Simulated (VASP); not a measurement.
# W2AuN3 (P3m1) in VASP: notebook, part 2 of 2

VASP 6.6.1. The steps go on from the part before.

**4. Single point, PBE**

This run uses another cell than the first one, of 11.24 Å³/atom.

File INCAR:

```
ALGO = Normal ; EDIFF = 1E-6
ENCUT = 700 ; GGA = PE
GGA_COMPAT = False ; ISIF = 2
ISMEAR = 0 ; LASPH = True
LCHARG = False ; LREAL = False
LWAVE = False ; NBANDS = 40
NELM = 120 ; PREC = Accurate
SIGMA = 0.1
```

File KPOINTS:

```
k-points
0
Gamma
  6 6 2
```

File POSCAR:

```
W2AuN3
1.0
    2.9708920671      0.0000000000      0.0000000000
   -1.4854460336      2.5728680020      0.0000000000
    0.0000000000      0.0000000000      8.8244704347
W Au N
2 1 3
Direct
    0.3333333333      0.6666666667      0.9231827112
    0.3333333333      0.6666666667      0.2339448102
    0.0000000000      0.0000000000      0.5796732679
    0.6666666667      0.3333333333      0.3716725170
    0.6666666667      0.3333333333      0.0875283574
    0.0000000000      0.0000000000      0.8039993463
```

Potentials or basis: VASP PAW PBE potentials, release 64 (W_sv, Au_sv_GW, N).

The run is started by

```
$ cat potpaw_PBE.64/W_sv/POTCAR potpaw_PBE.64/Au_sv_GW/POTCAR potpaw_PBE.64/N/POTCAR > POTCAR
$ mpirun -np 1 vasp_std > vasp.out
```

OUTCAR:

```text
EDIFF = 1E-6
   ENCUT = 700
   GGA = PE
   ISIF = 2
   ISMEAR = 0
   LASPH = True
   LREAL = False
   NELM = 120
   PREC = Accurate

 ion  position               nearest neighbor table
   1  0.333  0.667  0.923-   6 2.01   6 2.01   6 2.01   5 2.25   5 2.25   5 2.25   2 2.74
   2  0.333  0.667  0.234-   4 2.10   4 2.10   4 2.10   5 2.15   5 2.15   5 2.15   1 2.74
   3  0.000  0.000  0.580-   6 1.98   4 2.51   4 2.51   4 2.51
   4  0.667  0.333  0.372-   2 2.10   2 2.10   2 2.10   3 2.51   3 2.51   3 2.51
   5  0.667  0.333  0.088-   2 2.15   2 2.15   2 2.15   1 2.25   1 2.25   1 2.25
   6  0.000  0.000  0.804-   3 1.98   1 2.01   1 2.01   1 2.01

  LATTYP: Found a hexagonal cell.
 ALAT       =     2.9708920671
 C/A-ratio  =     2.9703100064

  Lattice vectors:

 A1 = (   2.9708920671,   0.0000000000,   0.0000000000)
 A2 = (  -1.4854460336,   2.5728680020,   0.0000000000)
 A3 = (   0.0000000000,   0.0000000000,   8.8244704347)

Analysis of symmetry for initial positions (statically):
[... 172 lines left out ...]

 val. band max:       10.0069584125   @ k =   0.3333   0.1667   0.0000
 cond. band min:      10.0782793293   @ k =   0.1667   0.0000   0.5000
 fundamental gap:      0.0713209168
 Fermi energy:        10.0626941028

 k-point     1 :       0.0000    0.0000    0.0000
  band No.  band energies     occupation
      1     -95.3110      2.00000
      2     -65.0608      2.00000
      3     -64.9418      2.00000
      4     -46.8804      2.00000
      5     -46.5119      2.00000
      6     -46.5119      2.00000
[... 591 lines left out ...]
     39      16.5700      0.00000
     40      16.6422      0.00000

------------------------ aborting loop because EDIFF is reached ----------------------------------------

  FORCE on cell =-STRESS in cart. coord.  units (eV):
  Direction    XX          YY          ZZ          XY          YZ          ZX
  --------------------------------------------------------------------------------------
  -------------------------------------------------------------------------------------
  Total        0.9877812      0.9877812     12.8423007     -0.0000000      0.0000000      0.0000000
  in kB       23.4627166     23.4627166    305.0425235     -0.0000000      0.0000000      0.0000000
  external PRESSURE =     117.3226523 kB  Pullay stress =       0.0000000 kB

 VOLUME and BASIS-vectors are now :
 -----------------------------------------------------------------------------
  energy-cutoff  :      700.00
  volume of cell :       67.45
      direct lattice vectors                 reciprocal lattice vectors
     2.970892067  0.000000000  0.000000000     0.336599236  0.194335660  0.000000000
    -1.485446034  2.572868002  0.000000000     0.000000000  0.388671319  0.000000000
     0.000000000  0.000000000  8.824470435     0.000000000  0.000000000  0.113321248

 POSITION                                       TOTAL-FORCE (eV/Angst)
 -----------------------------------------------------------------------------------
     -0.00000      1.71525      8.14660        -0.000000      0.000000      1.070262
     -0.00000      1.71525      2.06444         0.000000     -0.000000      0.521214
      0.00000      0.00000      5.11531        -0.000000      0.000000     -0.571730
      1.48545      0.85762      3.27981        -0.000000     -0.000000     -0.892985
      1.48545      0.85762      0.77239         0.000000      0.000000     -0.105240
      0.00000      0.00000      7.09487        -0.000000      0.000000     -0.021521
 -----------------------------------------------------------------------------------
    total drift:                                0.000000     -0.000000     -0.001001

  FREE ENERGIE OF THE ION-ELECTRON SYSTEM (eV)
  ---------------------------------------------------
  free  energy   TOTEN  =       -52.7966504033 eV

  energy  without entropy=      -52.7740852063  energy(sigma->0) =      -52.78536780
```

stdout:

```text
POSCAR found type information on POSCAR W AuN
 POSCAR found :  3 types and       6 ions
 scaLAPACK will be used
 LDA part: xc-table for (Slater+PW92), standard interpolation
 POSCAR, INCAR and KPOINTS ok, starting setup
 FFT: planning ... GRIDC
 FFT: planning ... GRID_SOFT
 FFT: planning ... GRID
 WAVECAR not read
 entering main loop
```

It took 2 min on 1 thread of Intel Xeon Platinum 8259CL at 2.50GHz (Skylake/Cascade Lake), shared host; peak memory 0.28 GiB.

Results:

- Free energy: -52.7967 eV
- Pressure: 11.7 GPa
- Largest force: 1.070 eV/Å
- Band gap on the k mesh: zero (bands 31 and 32 overlap by 0.52 eV)

Forces on the atoms (eV/Å):
```
W    0.000  0.000  1.070
W    0.000  0.000  0.521
Au   0.000  0.000 -0.572
N    0.000  0.000 -0.893
N    0.000  0.000 -0.105
N    0.000  0.000 -0.022
```

Stress tensor (GPa, compression positive):
```
 2.35  0.00  0.00
 0.00  2.35  0.00
 0.00  0.00 30.50
```

Caveat: the k points lie up to 0.41 Å⁻¹ apart, too coarse for converged energies and pressures of a metal; spin-orbit coupling is left out, which moves the levels of the heavy elements; forces of over 1 eV/Å act on the atoms, so gaps and moduli don't describe the material at rest.

**5. Summary**

```csv
cell,k mesh,smearing,gap on the mesh (eV),pressure (GPa),largest force (eV/Å)
"a = 4.454, b = 4.454, c = 6.340 Å, angles 90.0, 90.0, 120.0°, 6 atoms, atomic positions A",3 × 3 × 2,gaussian 0.15 eV,none,0.9,0.87
"a = 2.983, b = 2.983, c = 10.177 Å, angles 90.0, 90.0, 120.0°, 6 atoms, atomic positions B",5 × 5 × 1,gaussian 0.15 eV,none,1.1,0.14
"a = 2.971, b = 2.971, c = 8.824 Å, angles 90.0, 90.0, 120.0°, 6 atoms, atomic positions C",6 × 6 × 2,gaussian 0.1 eV,none,11.7,1.07
```

Alike in all rows: task single point; level PBE; potentials or basis VASP PAW PBE potentials, release 64 (W_sv, Au_sv_GW, N); no spin polarisation; cutoff (eV) 700.

Caveats: all runs use coarse meshes; spin-orbit coupling is left out, which moves the levels of the heavy elements; the standard files for N, O and F lose accuracy on very short bonds (at least some runs); forces of over 1 eV/Å act on the atoms, so gaps and moduli don't describe the material at rest (at least some runs).

Total energies depend on the potentials used, so only differences within one code and one set of settings carry meaning.

The gap in the log of VASP goes by the Fermi energy; the results here count the filled bands.